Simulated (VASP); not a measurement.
LuAlN2, 4 atoms in the cell. Symmetry: P4/mmm, No. 123, tetragonal system. Conventional cell: a = 3.171 Å, b = 3.171 Å, c = 4.478 Å, α = 90.00°, β = 90.00°, γ = 90.00°. Within 3.0 Å of Al (site symmetry 4/mmm) lie 6 N at 2.24 Å. Within 3.0 Å of N (site symmetry 4/mmm) lie 2 Al at 2.24 Å and 4 Lu at 2.24 Å. N (site symmetry 4/mmm) has 2 Lu at 2.24 Å and 4 Al at 2.24 Å within 3.0 Å. Within 3.0 Å of Lu (site symmetry 4/mmm) lie 6 N at 2.24 Å. 

* Program: VASP 6.6.1
* Task: single point
* Functional: r2SCAN
* Potentials or basis: VASP PAW PBE potentials, release 64 (Al, N, Lu)
* Cutoff: 520 eV
* k mesh: 8 × 8 × 6
* Occupations: gaussian, width 0.01 eV
* Spin: no spin polarisation
* Dipole correction: no
* Further INCAR settings: ALGO = Normal; EDIFF = 1e-06; NBANDS = 27

Potentials or basis: VASP PAW PBE potentials, release 64 (Al, N, Lu).

The run is started by

```sh
$ cat potpaw_PBE.64/Al/POTCAR potpaw_PBE.64/N/POTCAR potpaw_PBE.64/Lu/POTCAR > POTCAR
$ cp INCAR.step1 INCAR
$ mpirun -np 1 vasp_std > vasp.out
$ cp INCAR.step2 INCAR
$ mpirun -np 1 vasp_std > vasp.out
```

Hardware: 1 thread of Intel Xeon 8259CL, with other jobs on the host.

Problem. How long does it take, and how much memory?

Solution. Run time: 6.4 min on 1 thread of Intel Xeon 8259CL (shared host), peak memory 0.23 GiB. Counts: k points 60.
